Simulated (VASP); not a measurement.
Wanted: the native input for a VASP 6.6.1 run.

* Task: single point
* Functional: PBE
* Potentials or basis: VASP PAW PBE potentials, release 64 (Ag)
* Cutoff: 520 eV
* k mesh: 12 × 12 × 12
* Occupations: methfessel-paxton, width 0.1 eV
* Spin: no spin polarisation
* Dipole correction: no
* Further INCAR settings: ALGO = Normal; EDIFF = 1e-07; NBANDS = 12

The structure of Ag lies in POSCAR:

```
Ag
1.0
    0.0000000000      1.9575345826      1.9575345826
    1.9575345826      0.0000000000      1.9575345826
    1.9575345826      1.9575345826      0.0000000000
Ag
1
Direct
    0.0000000000      0.0000000000      0.0000000000
```

These files were run (other wordings do the same):

INCAR

```
ALGO = Normal
EDIFF = 1E-7
ENCUT = 520
GGA = PE
ISIF = 2
ISMEAR = 1
LASPH = True
LCHARG = False
LREAL = False
LWAVE = False
NBANDS = 12
NELM = 100
PREC = Accurate
SIGMA = 0.1
```

KPOINTS

```
k-points
0
Gamma
  12 12 12
```

Potentials or basis: VASP PAW PBE potentials, release 64 (Ag).

Command:

```bash
$ cat potpaw_PBE.64/Ag/POTCAR > POTCAR
$ mpirun -np 1 vasp_std > vasp.out
```

It gave:

The pressure is 25.5 GPa.

Run time: 10 s on 1 thread of Intel Xeon 8259CL (shared host), peak memory 0.15 GiB.
